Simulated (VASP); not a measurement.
# Li3Tm (P6/mmm) in VASP: relaxation of cell and atoms with PBE

Aim: the relaxation of cell and atoms of Li3Tm with PBE.

All numbers are computed with VASP 6.6.1; they aren't measurements. Logs are shortened: lines on timing, memory, paths and dates and some standing lists are left out, and cuts for length are marked.

## Step 1: The cell of the first run

It takes space group P6/mmm (No. 191, hexagonal). Conventional cell: a = 5.857 Å, b = 5.857 Å, c = 3.129 Å, α = 90.00°, β = 90.00°, γ = 120.00°. Li (site symmetry mmm) has 6 Li at 2.93 to 3.13 Å and 4 Tm at 3.32 Å within 3.9 Å. Tm (site symmetry 6/mmm) has 2 Tm at 3.13 Å and 12 Li at 3.32 Å within 4.1 Å.

The cell was generated, and may not be a known phase.

## Step 2: Relaxation of cell and atoms, PBE

The input, INCAR:

```
SYSTEM = Li3Tm
ALGO     = Normal         ! electronic algorithm
EDIFF    = 1E-7           ! SCF threshold, eV
EDIFFG   = -0.01          ! ionic threshold
ENCUT    = 750            ! plane-wave cutoff, eV
GGA      = PE             ! functional
GGA_COMPAT= .False.      
IBRION   = 2              ! ionic algorithm
ISIF     = 3              ! what is computed and relaxed
ISMEAR   = 0              ! smearing method
LASPH    = .True.         ! aspherical terms in the spheres
LCHARG   = .False.        ! write CHGCAR
LMAXMIX  = 6              ! l up to which the mixer works
LREAL    = .False.        ! projectors in reciprocal space
LWAVE    = .False.        ! write WAVECAR
NELM     = 200            ! most SCF steps
NELMIN   = 4            
NSW      = 100            ! ionic steps
PREC     = Accurate       ! precision mode
SIGMA    = 0.1            ! smearing width, eV
```

The input, KPOINTS:

```
k-points
0
Gamma
  12 12 14
  0 0 0
```

The input, POSCAR:

```
Li3Tm
1.0
    5.8568607404      0.0000000000      0.0000000000
   -2.9284303702      5.0721901876      0.0000000000
    0.0000000000      0.0000000000      3.1285743636
Li Tm
3 1
Direct
    0.5000000000      0.0000000000      0.5000000000
    0.0000000000      0.5000000000      0.5000000000
    0.5000000000      0.5000000000      0.5000000000
    0.0000000000      0.0000000000      0.0000000000
```

Potentials or basis: VASP PAW PBE potentials, release 64 (Li_sv, Tm_3), 4f in core.

The run is started by

```bash
cat potpaw_PBE.64/Li_sv/POTCAR potpaw_PBE.64/Tm_3/POTCAR > POTCAR
mpirun -np 1 vasp_std > vasp.out
```

OUTCAR:

```text
SYSTEM = Li3Tm
   EDIFF = 1E-7
   EDIFFG = -0.01
   ENCUT = 750
   GGA = PE
   IBRION = 2
   ISIF = 3
   ISMEAR = 0
   LASPH = .True.
   LREAL = .False.
   NELM = 200
   NELMIN = 4
   NSW = 100
   PREC = Accurate

 ion  position               nearest neighbor table
   1  0.500  0.000  0.500-
   2  0.000  0.500  0.500-
   3  0.500  0.500  0.500-
   4  0.000  0.000  0.000-

  LATTYP: Found a hexagonal cell.
 ALAT       =     5.8568607404
 C/A-ratio  =     0.5341725717

  Lattice vectors:

 A1 = (   5.8568607404,   0.0000000000,   0.0000000000)
 A2 = (  -2.9284303702,   5.0721901876,   0.0000000000)
 A3 = (   0.0000000000,   0.0000000000,   3.1285743636)

Analysis of symmetry for initial positions (statically):
=====================================================================
 Subroutine PRICEL returns:
 Original cell was already a primitive cell.

 Routine SETGRP: Setting up the symmetry group for a
 hexagonal supercell.

 Subroutine GETGRP returns: Found 24 space group operations
 (whereof 24 operations were pure point group operations)
 out of a pool of 24 trial point group operations.

The static configuration has the point symmetry D_6h.

Analysis of symmetry for dynamics (positions and initial velocities):
=====================================================================
 Subroutine PRICEL returns:
 Original cell was already a primitive cell.

 Routine SETGRP: Setting up the symmetry group for a
 hexagonal supercell.

 Subroutine GETGRP returns: Found 24 space group operations
 (whereof 24 operations were pure point group operations)
 out of a pool of 24 trial point group operations.

The dynamic configuration has the point symmetry D_6h.

 Subroutine INISYM returns: Found 24 space group operations
 (whereof 24 operations are pure point group operations),
 and found     1 'primitive' translations

----------------------------------------------------------------------------------------

                                     Primitive cell

  volume of cell :      92.9409

  direct lattice vectors                    reciprocal lattice vectors
     5.856860740  0.000000000  0.000000000     0.170739931  0.098576745  0.000000000
    -2.928430370  5.072190188  0.000000000     0.000000000  0.197153491  0.000000000
     0.000000000  0.000000000  3.128574364     0.000000000  0.000000000  0.319634403

  length of vectors
     5.856860740  5.856860740  3.128574364     0.197153491  0.197153491  0.319634403

  position of ions in fractional coordinates (direct lattice)
     0.500000000  0.000000000  0.500000000
     1.000000000  0.500000000  0.500000000
     0.500000000  0.500000000  0.500000000
     0.000000000  0.000000000  0.000000000

  ion indices of the primitive-cell ions
   primitive index   ion index
                 1           1
                 2           2
                 3           3
                 4           4

----------------------------------------------------------------------------------------

 KPOINTS: k-points

Automatic generation of k-mesh.
 Grid dimensions read from file:
 generate k-points for:   12   12   14

 Generating k-lattice:

  Cartesian coordinates                     Fractional coordinates (reciprocal lattice)
     0.014228328  0.008214729  0.000000000     0.083333333 -0.000000000  0.000000000
     0.000000000  0.016429458  0.000000000     0.000000000  0.083333333  0.000000000
     0.000000000  0.000000000  0.022831029     0.000000000  0.000000000  0.071428571

  Length of vectors
     0.016429458  0.016429458  0.022831029

  Shift w.r.t. Gamma in fractional coordinates (k-lattice)
     0.000000000  0.000000000  0.000000000

 Subroutine IBZKPT returns following result:
 ===========================================

 Found    152 irreducible k-points:

 Following reciprocal coordinates:
            Coordinates               Weight
  0.000000  0.000000  0.000000      1.000000
  0.083333  0.000000  0.000000      6.000000
  0.166667  0.000000  0.000000      6.000000
  0.250000 -0.000000  0.000000      6.000000
  0.333333  0.000000  0.000000      6.000000
  0.416667  0.000000  0.000000      6.000000
[... 16 lines left out ...]
  0.250000 -0.000000  0.071429     12.000000
  0.333333  0.000000  0.071429     12.000000
 [... further k-points ...]
   k-points           NKPTS =    152   k-points in BZ     NKDIM =    152   number of bands    NBANDS=     13
   number of dos      NEDOS =    301   number of ions     NIONS =      4
   total plane-waves  NPLWV =  81648
   dimension x,y,z NGX =    54 NGY =   54 NGZ =   28
   dimension x,y,z NGXF=   108 NGYF=  108 NGZF=   56
   ions per type =               3   1
   NGX,Y,Z   is equivalent  to a cutoff of  15.33, 15.33, 14.88 a.u.
   NGXF,Y,Z  is equivalent  to a cutoff of  30.66, 30.66, 29.76 a.u.
 SYSTEM =  Li3Tm
   PREC   = accura    normal or accurate (medium, high low for compatibility)
   ISTART =      0    job   : 0-new  1-cont  2-samecut
   ICHARG =      2    charge: 1-file 2-atom 10-const
   ISPIN  =      1    spin polarized calculation?
   LNONCOLLINEAR =      F non collinear calculations
   LSORBIT =      F    spin-orbit coupling
   LASPH  =      T    aspherical Exc in radial PAW
   ENCUT  =  750.0 eV  55.12 Ry    7.42 a.u.  13.08 13.08  6.99*2*pi/ulx,y,z
   NELM   =    200;   NELMIN=  4; NELMDL= -5     # of ELM steps
   EDIFF  = 0.1E-06   stopping-criterion for ELM
   LREAL  =      F    real-space projection
   EDIFFG = -.1E-01   stopping-criterion for IOM
   NSW    =    100    number of steps for IOM
   IBRION =      2    ionic relax: 0-MD 1-quasi-New 2-CG
   NFREE  =      1    steps in history (QN), initial steepest desc. (CG)
   ISIF   =      3    stress and relaxation
   ISYM   =      2    0-nonsym 1-usesym 2-fastsym
   POTIM  = 0.5000    time-step for ionic-motion
   TEBEG  =    0.0;   TEEND  =   0.0 temperature during run
   PSTRESS=    0.0 pullay stress
   NELECT =      18.0000    total number of electrons
   NUPDOWN=      -1.0000    fix difference up-down
   EMIN   =  10.00;   EMAX   =-10.00  energy-range for DOS
   EFERMI =   0.00;   METHOD = LEGACY
   ISMEAR =     0;   SIGMA  =   0.10  broadening in eV -4-tet -1-fermi 0-gaus
   EFERMI_NEDOS =   21; number of points for ismear=-14 and -15
   IALGO  =     38    algorithm
   IMIX   =      4    mixing-type and parameters
     AMIX     =   0.40;   BMIX     =  1.00
     AMIX_MAG =   1.60;   BMIX_MAG =  1.00
  volume/ion in A,a.u.               =      23.24       156.80
  Fermi-wavevector in a.u.,A,eV,Ry     =   0.947175  1.789900 12.206326  0.897140
  Thomas-Fermi vector in A             =   2.075243
   LORBIT       =      0    0 simple, 1 ext, 2 COOP (PROOUT), +10 PAW based schemes
   GGA     = PE    functional components
   LHFCALC =     F    Hartree Fock is set to
   AEXX    =    0.0000 exact exchange contribution
   IVDW    =     0    specifies the selected vdW correction
   LEPSILON=     F    determine dielectric tensor
   LRPA    =     F    only Hartree local field effects (RPA)
 conjugate gradient relaxation of ions
 non-spin polarized calculation
 Gauss-broadening in eV      SIGMA  =   0.10
  energy-cutoff  :      750.00
  volume of cell :       92.94
 maximum number of plane-waves:      4374
 NGX is ok and might be reduce to    54
   NGX = 27   NGY = 27   NGZ = 13

--------------------------------------- Ionic step        1  -------------------------------------------

 number of electron      17.9999995 magnetization

 Free energy of the ion-electron system (eV)
  ---------------------------------------------------
  ext. energy  EPLUGINS =         0.00000000
  ---------------------------------------------------
  free energy    TOTEN  =        -9.50797968 eV

  energy without entropy =       -9.50245050  energy(sigma->0) =       -9.50521509

------------------------ aborting loop because EDIFF is reached ----------------------------------------

  FORCE on cell =-STRESS in cart. coord.  units (eV):
  Direction    XX          YY          ZZ          XY          YZ          ZX
  --------------------------------------------------------------------------------------
  -------------------------------------------------------------------------------------
  Total       -0.1484659     -0.1484659      0.4930052      0.0000000      0.0000000      0.0000000
  in kB       -2.5593550     -2.5593550      8.4987524      0.0000000      0.0000000      0.0000000
  external PRESSURE =       1.1266808 kB  Pullay stress =       0.0000000 kB
[... 137 lines left out ...]
  energy  without entropy=       -9.5069763169  energy(sigma->0) =       -9.50943589

--------------------------------------- Ionic step        5  -------------------------------------------

 number of electron      18.0000005 magnetization

 Free energy of the ion-electron system (eV)
  ---------------------------------------------------
  ext. energy  EPLUGINS =         0.00000000
  ---------------------------------------------------
  free energy    TOTEN  =        -9.51194540 eV

  energy without entropy =       -9.50707541  energy(sigma->0) =       -9.50951040

 E-fermi :   1.3417     XC(G=0):  -7.9090

 val. band max:        1.3396538168   @ k =   0.4167   0.0000   0.2143
 cond. band min:       1.3563574351   @ k =   0.3333   0.0000   0.2143
 fundamental gap:      0.0167036183
 Fermi energy:         1.3416773413

 k-point     1 :       0.0000    0.0000    0.0000
  band No.  band energies     occupation
      1     -45.0172      2.00000
      2     -45.0015      2.00000
      3     -45.0015      2.00000
      4     -24.5528      2.00000
      5     -24.5528      2.00000
      6     -24.0398      2.00000
      7      -3.0714      2.00000
      8       0.8437      2.00000
      9       1.5228      0.01042
     10       1.6264      0.00006
     11       1.6264      0.00006
     12       1.8049      0.00000
     13       1.8049      0.00000
[... 353 lines left out ...]
 k-point    24 :       0.3333    0.0000    0.0714
  band No.  band energies     occupation
      1     -45.0137      2.00000
      2     -45.0046      2.00000
      3     -45.0013      2.00000
      4     -24.5490      2.00000
      5     -24.5489      2.00000
      6     -24.0760      2.00000
      7      -2.4895      2.00000
      8      -0.3935      2.00000
      9       0.3187      2.00000
     10       1.4770      0.05570
     11       2.0306      0.00000
     12       2.1832      0.00000
     13       4.1322      0.00000

 [... further k-points ...]
[... 5 lines left out ...]
  --------------------------------------------------------------------------------------
  -------------------------------------------------------------------------------------
  Total       -0.0216601     -0.0216601     -0.0132037     -0.0000000     -0.0000000      0.0000000
  in kB       -0.3720367     -0.3720367     -0.2267882     -0.0000000     -0.0000000      0.0000000
  external PRESSURE =      -0.3236206 kB  Pullay stress =       0.0000000 kB
[... 19 lines left out ...]
  FREE ENERGIE OF THE ION-ELECTRON SYSTEM (eV)
  ---------------------------------------------------
  free  energy   TOTEN  =        -9.5119454026 eV

  energy  without entropy=       -9.5070754063  energy(sigma->0) =       -9.50951040

 reached required accuracy - stopping structural energy minimisation
```

It took 20 min on 1 thread of Intel Xeon Platinum 8259CL at 2.50GHz (Skylake/Cascade Lake), shared host; peak memory 0.52 GiB.

What came out:

```yaml
Free_energy: -9.5119 eV
Relaxed_volume: 23.32 Å³/atom
Relaxed_cell: a = 5.829 Å, b = 5.829 Å, c = 3.170 Å, α = 90.00°, β = 90.00°, γ = 120.00°
Space_group_after_relaxing_to_0.1_Å: P6/mmm (No. 191)
Energy_gained_by_relaxing: 1.0 meV/atom
Ionic_steps: 5
Pressure_after_relaxing: 0.0 GPa
Band_gap_on_the_k_mesh: zero (bands 9 and 10 overlap by 0.40 eV)
```

The path:
```csv
step,energy change (eV),largest force (eV/Å),pressure (GPa),volume (Å³)
1,0.0000,0.0000,0.11,92.94
2,-0.0027,0.0000,0.03,93.16
3,-0.0039,0.0000,-0.07,93.45
4,-0.0039,0.0000,-0.06,93.43
5,-0.0040,0.0000,-0.03,93.28
```

Final structure:
```
Li Tm
1.0
     5.82895    0.00000    0.00000
    -2.91447    5.04802    0.00000
     0.00000    0.00000    3.17012
Li Tm
3 1
Direct
  0.50000 0.00000 0.50000
  0.00000 0.50000 0.50000
  0.50000 0.50000 0.50000
  0.00000 0.00000 0.00000
```

Caveat: spin-orbit coupling is left out, which moves the levels of the heavy elements; the 4f electrons are frozen in the core, so they carry no moment and show no levels.
